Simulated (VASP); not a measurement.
# BaTiO3 in VASP: notebook

Aim: see how the results for BaTiO3 move with the level of theory and the settings. Levels: LDA+U, BLYP+D3(BJ), PBEsol, PBEsol+D3(BJ), r2SCAN+rVV10. Tasks: single point.

Everything below comes from runs of VASP 6.6.1. Logs are shortened: lines on timing, memory, paths and dates and some standing lists are left out, and cuts for length are marked.

**1. The cell of the first run**

The typed cell holds 10 atoms: a = 3.935 Å, b = 3.948 Å, c = 7.890 Å, α = 89.96°, β = 90.00°, γ = 90.00°.

**2. Single point, LDA+U**

Contents of INCAR:

```
SYSTEM = BaTiO3
PREC = Accurate ; ENCUT = 600
EDIFF = 1E-6 ; ISMEAR = -1
SIGMA = 0.05 ; LREAL = .False.
LASPH = .True. ; NELM = 200
ALGO = Normal ; ISIF = 2
LWAVE = .False. ; LCHARG = .False.
LMAXMIX = 4 ; LDAU = .True.
LDAUTYPE = 2 ; LDAUL = -1 2 -1
LDAUU = 0 2 0 ; LDAUJ = 0 0 0
LDAUPRINT = 1 ; GGA = CA
NBANDS = 51 ; GGA_COMPAT = .False.
KPAR = 4
```

Contents of KPOINTS:

```
regular mesh
0
Gamma
  7 7 4
  0 0 0
```

Contents of POSCAR:

```
BaTiO3
1.0
   -3.9349354691     -0.0002265631     -0.0000673108
   -0.0000847550     -0.0013726759     -3.9475785304
   -0.0001595251     -7.8902200764     -0.0024149594
Ba Ti O
2 2 6
Direct
   -0.0000995509      0.9964067514      0.4983854423
   -0.0000853836      0.9964053417     -0.0016117392
    0.4998628701      0.4900752400      0.2455154877
    0.4996073734      0.4900487357      0.7455108253
    0.5000264488      0.0066007531      0.2514872789
    0.5001434248      0.0066240701      0.7514868929
    0.5000991799      0.5033260982      0.5029799559
    0.5000981549      0.5033263422      0.0029796330
    1.0000917083      0.5035813496      0.2516338650
    0.0002557844      0.5036053179      0.7516323481
```

Potentials or basis: VASP PAW LDA potentials, release 64 (Ba_sv, Ti_sv, O).

Started as:

```sh
> cat potpaw_LDA.64/Ba_sv/POTCAR potpaw_LDA.64/Ti_sv/POTCAR potpaw_LDA.64/O/POTCAR > POTCAR
> mpirun -np 4 vasp_std > vasp.out
```

OUTCAR:

```text
SYSTEM = BaTiO3
   PREC = Accurate
   ENCUT = 600
   EDIFF = 1E-6
   ISMEAR = -1
   LREAL = .False.
   LASPH = .True.
   NELM = 200
   ISIF = 2
   GGA = CA

 ion  position               nearest neighbor table
   1  1.000  0.996  0.498-   9 2.75   7 2.77   7 2.77   5 2.77   5 2.77  10 2.79   9 2.79   6 2.80
                             6 2.80   7 2.81   7 2.81  10 2.83   4 3.39   4 3.39   3 3.41   3 3.41
   2  1.000  0.996  0.998-  10 2.75   8 2.77   8 2.77   6 2.77   6 2.77   9 2.79  10 2.79   5 2.80
                             5 2.80   8 2.81   8 2.81   9 2.83   3 3.39   3 3.39   4 3.41   4 3.41
   3  0.500  0.490  0.246-   5 1.91   8 1.91   9 1.97   9 1.97   7 2.03   5 2.04   2 3.39   2 3.39
                             1 3.41   1 3.41   2 3.42   2 3.42   1 3.44   1 3.44
   4  0.500  0.490  0.746-   6 1.91   7 1.91  10 1.97  10 1.97   8 2.03   6 2.04   1 3.39   1 3.39
                             2 3.41   2 3.41   1 3.41   1 3.42   2 3.44   2 3.44
   5  0.500  0.007  0.251-   3 1.91   3 2.04   1 2.77   1 2.77   2 2.80   2 2.80
   6  0.500  0.007  0.751-   4 1.91   4 2.04   2 2.77   2 2.77   1 2.80   1 2.80
   7  0.500  0.503  0.503-   4 1.91   3 2.03   1 2.77   1 2.77   1 2.81   1 2.81
   8  0.500  0.503  0.003-   3 1.91   4 2.03   2 2.77   2 2.77   2 2.81   2 2.81
   9  0.000  0.504  0.252-   3 1.97   3 1.97   1 2.75   2 2.79   1 2.79   2 2.83
  10  0.000  0.504  0.752-   4 1.97   4 1.97   2 2.75   1 2.79   2 2.79   1 2.83

  LATTYP: Found a triclinic cell.
 ALAT       =     7.8902204476
 B/A-ratio  =     0.5003128615
 C/A-ratio  =     0.4987104609
 COS(alpha) =     0.0000385961
 COS(beta)  =     0.0000778006
 COS(gamma) =     0.0006537964

  Lattice vectors:

 A1 = (   0.0001595251,   7.8902200764,   0.0024149594)
 A2 = (   0.0000847550,   0.0013726759,   3.9475785304)
 A3 = (   3.9349354691,   0.0002265631,   0.0000673108)

Analysis of symmetry for initial positions (statically):
=====================================================================
 Subroutine PRICEL returns:
 Original cell was already a primitive cell.

 Routine SETGRP: Setting up the symmetry group for a
 triclinic supercell.

 Subroutine GETGRP returns: Found  1 space group operations
 (whereof  1 operations were pure point group operations)
 out of a pool of  2 trial point group operations.

The static configuration has the point symmetry C_1 .

Analysis of symmetry for dynamics (positions and initial velocities):
=====================================================================
 Subroutine PRICEL returns:
 Original cell was already a primitive cell.

 Routine SETGRP: Setting up the symmetry group for a
 triclinic supercell.

 Subroutine GETGRP returns: Found  1 space group operations
 (whereof  1 operations were pure point group operations)
 out of a pool of  2 trial point group operations.

The dynamic configuration has the point symmetry C_1 .

 Subroutine INISYM returns: Found  1 space group operations
 (whereof  1 operations are pure point group operations),
 and found     1 'primitive' translations

----------------------------------------------------------------------------------------

                                     Primitive cell

  volume of cell :     122.5625

  direct lattice vectors                    reciprocal lattice vectors
    -3.934935469 -0.000226563 -0.000067311    -0.254133774  0.000005136  0.000005454
    -0.000084755 -0.001372676 -3.947578530     0.000004329  0.000077534 -0.253319877
[... 140 lines left out ...]
   NGX = 15   NGY = 15   NGZ = 31

atom =   3  type =  2  l = 2

 onsite density matrix

spin component  1

  0.1205 -0.0000  0.0000 -0.0001  0.0000
 -0.0000  0.1222 -0.0009 -0.0000  0.0015
  0.0000 -0.0009  0.2548 -0.0000  0.0006
 -0.0001 -0.0000 -0.0000  0.1208 -0.0000
  0.0000  0.0015  0.0006 -0.0000  0.2539

spin component  2

  0.1205 -0.0000  0.0000 -0.0001  0.0000
 -0.0000  0.1222 -0.0009 -0.0000  0.0015
  0.0000 -0.0009  0.2548 -0.0000  0.0006
 -0.0001 -0.0000 -0.0000  0.1208 -0.0000
  0.0000  0.0015  0.0006 -0.0000  0.2539

 occupancies and eigenvectors

  o =  0.1205  v =  0.9559  0.0013 -0.0001  0.2936 -0.0000  0.0000  0.0000  0.0000  0.0000  0.0000      0.0000  0.0000  0.0000  0.0000  0.0000  0.0000  0.0000  0.0000  0.0000  0.0000
  o =  0.1205  v =  0.0000  0.0000  0.0000  0.0000  0.0000  0.9559  0.0013 -0.0001  0.2936 -0.0000      0.0000  0.0000  0.0000  0.0000  0.0000  0.0000  0.0000  0.0000  0.0000  0.0000
  o =  0.1208  v =  0.2936 -0.0025 -0.0001 -0.9559 -0.0002  0.0000  0.0000  0.0000  0.0000  0.0000      0.0000  0.0000  0.0000  0.0000  0.0000  0.0000  0.0000  0.0000  0.0000  0.0000
  o =  0.1208  v =  0.0000  0.0000  0.0000  0.0000  0.0000  0.2936 -0.0025 -0.0001 -0.9559 -0.0002      0.0000  0.0000  0.0000  0.0000  0.0000  0.0000  0.0000  0.0000  0.0000  0.0000
  o =  0.1222  v = -0.0005  0.9999  0.0066 -0.0028 -0.0115  0.0000  0.0000  0.0000  0.0000  0.0000      0.0000  0.0000  0.0000  0.0000  0.0000  0.0000  0.0000  0.0000  0.0000  0.0000
  o =  0.1222  v =  0.0000  0.0000  0.0000  0.0000  0.0000 -0.0005  0.9999  0.0066 -0.0028 -0.0115      0.0000  0.0000  0.0000  0.0000  0.0000  0.0000  0.0000  0.0000  0.0000  0.0000
  o =  0.2536  v =  0.0000 -0.0133  0.4349  0.0001 -0.9004  0.0000  0.0000  0.0000  0.0000  0.0000      0.0000  0.0000  0.0000  0.0000  0.0000  0.0000  0.0000  0.0000  0.0000  0.0000
  o =  0.2536  v =  0.0000  0.0000  0.0000  0.0000  0.0000  0.0000 -0.0133  0.4349  0.0001 -0.9004      0.0000  0.0000  0.0000  0.0000  0.0000  0.0000  0.0000  0.0000  0.0000  0.0000
  o =  0.2551  v =  0.0000  0.0000  0.0000  0.0000  0.0000 -0.0002  0.0009 -0.9005  0.0001 -0.4350      0.0000  0.0000  0.0000  0.0000  0.0000  0.0000  0.0000  0.0000  0.0000  0.0000
  o =  0.2551  v = -0.0002  0.0009 -0.9005  0.0001 -0.4350  0.0000  0.0000  0.0000  0.0000  0.0000      0.0000  0.0000  0.0000  0.0000  0.0000  0.0000  0.0000  0.0000  0.0000  0.0000

atom =   4  type =  2  l = 2

 onsite density matrix

spin component  1

  0.1205 -0.0000  0.0001 -0.0001  0.0000
 -0.0000  0.1222 -0.0009 -0.0000  0.0015
  0.0001 -0.0009  0.2548 -0.0000  0.0006
 -0.0001 -0.0000 -0.0000  0.1208 -0.0001
  0.0000  0.0015  0.0006 -0.0001  0.2539

spin component  2

  0.1205 -0.0000  0.0001 -0.0001  0.0000
 -0.0000  0.1222 -0.0009 -0.0000  0.0015
  0.0001 -0.0009  0.2548 -0.0000  0.0006
 -0.0001 -0.0000 -0.0000  0.1208 -0.0001
  0.0000  0.0015  0.0006 -0.0001  0.2539

 occupancies and eigenvectors

  o =  0.1205  v =  0.9597  0.0044 -0.0003  0.2811  0.0001  0.0000  0.0000  0.0000  0.0000  0.0000      0.0000  0.0000  0.0000  0.0000  0.0000  0.0000  0.0000  0.0000  0.0000  0.0000
  o =  0.1205  v =  0.0000  0.0000  0.0000  0.0000  0.0000  0.9597  0.0044 -0.0003  0.2811  0.0001      0.0000  0.0000  0.0000  0.0000  0.0000  0.0000  0.0000  0.0000  0.0000  0.0000
  o =  0.1209  v =  0.2811 -0.0022 -0.0004 -0.9597 -0.0005  0.0000  0.0000  0.0000  0.0000  0.0000      0.0000  0.0000  0.0000  0.0000  0.0000  0.0000  0.0000  0.0000  0.0000  0.0000
  o =  0.1209  v =  0.0000  0.0000  0.0000  0.0000  0.0000  0.2811 -0.0022 -0.0004 -0.9597 -0.0005      0.0000  0.0000  0.0000  0.0000  0.0000  0.0000  0.0000  0.0000  0.0000  0.0000
  o =  0.1222  v = -0.0036  0.9999  0.0066 -0.0034 -0.0116  0.0000  0.0000  0.0000  0.0000  0.0000      0.0000  0.0000  0.0000  0.0000  0.0000  0.0000  0.0000  0.0000  0.0000  0.0000
  o =  0.1222  v =  0.0000  0.0000  0.0000  0.0000  0.0000 -0.0036  0.9999  0.0066 -0.0034 -0.0116      0.0000  0.0000  0.0000  0.0000  0.0000  0.0000  0.0000  0.0000  0.0000  0.0000
  o =  0.2536  v =  0.0002 -0.0133  0.4302  0.0003 -0.9026  0.0000  0.0000  0.0000  0.0000  0.0000      0.0000  0.0000  0.0000  0.0000  0.0000  0.0000  0.0000  0.0000  0.0000  0.0000
  o =  0.2536  v =  0.0000  0.0000  0.0000  0.0000  0.0000  0.0002 -0.0133  0.4302  0.0003 -0.9026      0.0000  0.0000  0.0000  0.0000  0.0000  0.0000  0.0000  0.0000  0.0000  0.0000
  o =  0.2551  v =  0.0000  0.0000  0.0000  0.0000  0.0000 -0.0004  0.0010 -0.9027  0.0005 -0.4303      0.0000  0.0000  0.0000  0.0000  0.0000  0.0000  0.0000  0.0000  0.0000  0.0000
  o =  0.2551  v = -0.0004  0.0010 -0.9027  0.0005 -0.4303  0.0000  0.0000  0.0000  0.0000  0.0000      0.0000  0.0000  0.0000  0.0000  0.0000  0.0000  0.0000  0.0000  0.0000  0.0000

 number of electron      79.9999994 magnetization

 Free energy of the ion-electron system (eV)
  ---------------------------------------------------
  ext. energy  EPLUGINS =         0.00000000
  ---------------------------------------------------
  free energy    TOTEN  =       -85.48116927 eV

  energy without entropy =      -85.48116927  energy(sigma->0) =      -85.48116927

 E-fermi :   4.9916     XC(G=0): -11.9705

 val. band max:        3.9049704030   @ k =   0.4286   0.4286   0.0000
 cond. band min:       5.9970237659   @ k =   0.0000   0.0000   0.0000
 fundamental gap:      2.0920533629
 Fermi energy:         4.9915948345

 k-point     1 :       0.0000    0.0000    0.0000
  band No.  band energies     occupation
      1     -52.2151      2.00000
      2     -52.2137      2.00000
      3     -28.9067      2.00000
      4     -28.8459      2.00000
      5     -28.8436      2.00000
      6     -28.8430      2.00000
[... 1285 lines left out ...]
     50      11.6417      0.00000
     51      11.6970      0.00000

 [... further k-points ...]
[... 5 lines left out ...]
  --------------------------------------------------------------------------------------
  -------------------------------------------------------------------------------------
  Total        2.6652151      2.6771902      2.6719609     -0.0070337     -0.0265977     -0.0028508
  in kB       34.8405807     34.9971237     34.9287645     -0.0919471     -0.3476939     -0.0372670
  external PRESSURE =      34.9221563 kB  Pullay stress =       0.0000000 kB

 VOLUME and BASIS-vectors are now :
 -----------------------------------------------------------------------------
  energy-cutoff  :      600.00
  volume of cell :      122.56
      direct lattice vectors                 reciprocal lattice vectors
    -3.934935469 -0.000226563 -0.000067311    -0.254133774  0.000005136  0.000005454
    -0.000084755 -0.001372676 -3.947578530     0.000004329  0.000077534 -0.253319877
    -0.000159525 -7.890220076 -0.002414959     0.000007297 -0.126739191  0.000044070

 POSITION                                       TOTAL-FORCE (eV/Angst)
 -----------------------------------------------------------------------------------
     -3.93471     -3.93397     -3.93466        -0.000382     -0.013856     -0.015263
     -3.93484     -7.87910     -3.93587        -0.000357     -0.013639     -0.015365
     -1.96701     -1.93796     -1.93524        -0.001184     -0.128586     -0.144263
     -1.96608     -5.88303     -1.93634        -0.006023     -0.129734     -0.145094
     -1.96761     -1.98441     -0.02670        -0.000303      0.004810      0.146344
     -1.96815     -5.92952     -0.02800         0.000197      0.004986      0.147010
     -1.96798     -3.96943     -1.98817         0.000201      0.132337      0.006277
     -1.96790     -0.02431     -1.98696         0.000197      0.131949      0.006311
     -0.00044     -1.98614     -1.98853         0.001666      0.005804      0.006890
     -0.00117     -5.93124     -1.98984         0.005986      0.005929      0.007153
 -----------------------------------------------------------------------------------
    total drift:                               -0.000094     -0.001757     -0.001660

  FREE ENERGIE OF THE ION-ELECTRON SYSTEM (eV)
  ---------------------------------------------------
  free  energy   TOTEN  =       -85.4811692733 eV

  energy  without entropy=      -85.4811692731  energy(sigma->0) =      -85.48116927
```

Run time: 3.7 min. Hardware: 4 MPI ranks of Intel Xeon Platinum 8375C at 2.90GHz (Ice Lake), shared host; peak memory 0.65 GiB.

Results:

| Quantity | Value |
| --- | --- |
| Free energy | -85.4812 eV |
| Pressure | 3.5 GPa |
| Largest force | 0.195 eV/Å |
| Band gap on the k mesh | 2.09 eV |

Forces on the atoms (eV/Å):
```
Ba   0.000 -0.014 -0.015
Ba   0.000 -0.014 -0.015
Ti  -0.001 -0.129 -0.144
Ti  -0.006 -0.130 -0.145
O    0.000  0.005  0.146
O    0.000  0.005  0.147
O    0.000  0.132  0.006
O    0.000  0.132  0.006
O    0.002  0.006  0.007
O    0.006  0.006  0.007
```

Levels at points of the mesh, in eV from the valence-band top:
| k point | band 37 | band 38 | band 39 | band 40 | band 41 | band 42 | band 43 | band 44 |
| --- | --- | --- | --- | --- | --- | --- | --- | --- |
| (0.00, 0.00, 0.00) | -0.72 | -0.15 | -0.14 | -0.12 | 2.09 | 2.13 | 2.16 | 2.31 |
| (0.00, 0.00, 0.50) | -0.48 | -0.48 | -0.45 | -0.45 | 2.21 | 2.21 | 3.12 | 3.12 |

Eigenvalues of the final occupation matrices:
```tsv
site	spin	trace	eigenvalues
site 3 d	1	0.87	0.12 0.12 0.12 0.25 0.26
site 3 d	2	0.87	0.12 0.12 0.12 0.25 0.26
site 4 d	1	0.87	0.12 0.12 0.12 0.25 0.26
site 4 d	2	0.87	0.12 0.12 0.12 0.25 0.26
```

Caveat: the cell stands under pressure; spin-orbit coupling is left out, which moves the levels of the heavy elements. A k mesh can miss the band edges.

**3. Single point, BLYP+D3(BJ)**

This run uses another cell than the first one, of 13.06 Å³/atom.

Contents of INCAR:

```
AGGAC = 1.0
AGGAX = 1.0
ALDAC = 0.0
ALDAX = 1.0
ALGO = Normal
EDIFF = 1E-6
ENCUT = 520
GGA = B5
ISIF = 2
ISMEAR = -1
IVDW = 12
LASPH = True
LCHARG = False
LREAL = False
LWAVE = False
NBANDS = 51
NELM = 100
PREC = Accurate
SIGMA = 0.05
VDW_A1 = 0.4298
VDW_A2 = 4.2359
VDW_S6 = 1.0
VDW_S8 = 2.6996
```

Contents of KPOINTS:

```
k-points
0
Gamma
  7 7 4
```

Contents of POSCAR:

```
BaTiO3
1.0
   -4.0236177637     -0.0061776017     -0.0061483177
   -0.0066964412     -0.0069178439     -4.0297529053
   -0.0128486863     -8.0560217274     -0.0132167438
Ba Ti O
2 2 6
Direct
   -0.0068218214      0.9927386704      0.4964359162
   -0.0068149383      0.9927430277     -0.0035706893
    0.4810755309      0.4801523476      0.2402051676
    0.4810726178      0.4801467419      0.7402043767
    0.5061275839      0.0141805081      0.2531329829
    0.5061306549      0.0141739330      0.7531343289
    0.5061865845      0.5063824262      0.5069848987
    0.5061866385      0.5063862572      0.0069841780
    1.0134279837      0.5065503740      0.2532448316
    0.0134291755      0.5065457139      0.7532439987
```

Potentials or basis: VASP PAW PBE potentials, release 64 (Ba_sv, Ti_sv, O).

Started as:

```sh
> cat potpaw_PBE.64/Ba_sv/POTCAR potpaw_PBE.64/Ti_sv/POTCAR potpaw_PBE.64/O/POTCAR > POTCAR
> mpirun -np 1 vasp_std > vasp.out
```

It took 12 min on 1 thread of Intel Xeon Platinum 8259CL at 2.50GHz (Skylake/Cascade Lake), shared host; peak memory 0.61 GiB.

The run converged. Its results:

- Free energy: -82.2828 eV
- Pressure: 2.0 GPa
- Largest force: 0.133 eV/Å
- Band gap on the k mesh: 2.42 eV
- Dispersion energy per atom: -0.602 eV

Forces in eV/Å, atoms in the order of the input:
```
Ba  -0.021 -0.022 -0.022
Ba  -0.021 -0.022 -0.022
Ti  -0.074 -0.077 -0.078
Ti  -0.074 -0.077 -0.079
O    0.008  0.008  0.084
O    0.008  0.008  0.084
O    0.008  0.083  0.008
O    0.008  0.083  0.008
O    0.079  0.008  0.009
O    0.080  0.008  0.009
```

Levels at points of the mesh, in eV from the valence-band top:
| k point | band 37 | band 38 | band 39 | band 40 | band 41 | band 42 | band 43 | band 44 |
| --- | --- | --- | --- | --- | --- | --- | --- | --- |
| (0.00, 0.00, 0.00) | -0.78 | -0.51 | -0.38 | -0.38 | 2.42 | 2.43 | 2.57 | 2.57 |
| (0.00, 0.00, 0.50) | -0.62 | -0.62 | -0.59 | -0.59 | 2.50 | 2.50 | 3.04 | 3.04 |

Caveat: the PAW data sets were made with another functional, which shifts forces and pressure a little; spin-orbit coupling is left out, which moves the levels of the heavy elements.

**4. Single point, PBEsol**

This run uses another cell than the first one, of 12.69 Å³/atom.

Contents of INCAR:

```
SYSTEM = BaTiO3
ALGO     = Normal         ! electronic algorithm
EDIFF    = 1E-6           ! SCF threshold, eV
ENCUT    = 520            ! plane-wave cutoff, eV
GGA      = PS             ! functional
ISIF     = 2              ! what is computed and relaxed
ISMEAR   = -1             ! smearing method
LASPH    = .TRUE.         ! aspherical terms in the spheres
LCHARG   = .TRUE.         ! write CHGCAR
LELF     = .TRUE.         ! ELF
LREAL    = .FALSE.        ! projectors in reciprocal space
LVHAR    = .TRUE.       
LWAVE    = .FALSE.        ! write WAVECAR
NBANDS   = 51             ! bands
NELM     = 60             ! most SCF steps
PREC     = Accurate       ! precision mode
SIGMA    = 0.05           ! smearing width, eV
```

Contents of KPOINTS:

```
k-points
0
G
  7 7 4
  0 0 0
```

Contents of POSCAR:

```
BaTiO3
1.0
   -3.9870814533     -0.0044575787     -0.0043614359
   -0.0047898385     -0.0048892059     -3.9898451599
   -0.0092925994     -7.9790949689     -0.0092477529
Ba Ti O
2 2 6
Direct
   -0.0060402993      0.9937363596      0.4968782105
   -0.0060386786      0.9937335171     -0.0031225329
    0.4830951386      0.4826025921      0.2413222273
    0.4830913682      0.4826070206      0.7413228634
    0.5055969747      0.0121239184      0.2528522285
    0.5055978418      0.0121269584      0.7528542338
    0.5056030012      0.5057222347      0.5060449412
    0.5056034338      0.5057203980      0.0060451881
    1.0117440405      0.5058128164      0.2528999662
    0.0117471890      0.5058141847      0.7529026639
```

Started as:

```sh
> cat potpaw_PBE.64/Ba_sv/POTCAR potpaw_PBE.64/Ti_sv/POTCAR potpaw_PBE.64/O/POTCAR > POTCAR
> mpirun -np 1 vasp_std > vasp.out
```

Wall time 34 min (1 thread of Intel Xeon 8259CL, shared host); peak memory 0.6 GiB.

It converged, with:

```yaml
Free_energy: -84.0067 eV
Pressure: 2.0 GPa
Largest_force: 0.056 eV/Å
Band_gap_on_the_k_mesh: 2.29 eV
```

Forces on the atoms (eV/Å):
```
Ba  -0.021 -0.022 -0.022
Ba  -0.021 -0.022 -0.022
Ti  -0.032 -0.033 -0.033
Ti  -0.032 -0.033 -0.033
O    0.009  0.010  0.035
O    0.009  0.010  0.035
O    0.009  0.035  0.010
O    0.009  0.035  0.010
O    0.034  0.010  0.010
O    0.034  0.010  0.010
```

Levels at points of the mesh, in eV from the valence-band top:
| k point | band 36 | band 37 | band 38 | band 39 | band 40 | band 41 | band 42 | band 43 | band 44 | band 45 |
| --- | --- | --- | --- | --- | --- | --- | --- | --- | --- | --- |
| (0.00, 0.00, 0.00) | -0.90 | -0.78 | -0.44 | -0.31 | -0.31 | 2.29 | 2.30 | 2.44 | 2.48 | 3.82 |
| (0.00, 0.00, 0.50) | -1.21 | -0.61 | -0.61 | -0.56 | -0.56 | 2.40 | 2.40 | 3.06 | 3.06 | 3.14 |

Caveat: the PAW data sets were made with another functional, which shifts forces and pressure a little; spin-orbit coupling is left out, which moves the levels of the heavy elements.

(Part 1 of 2 ends here.)
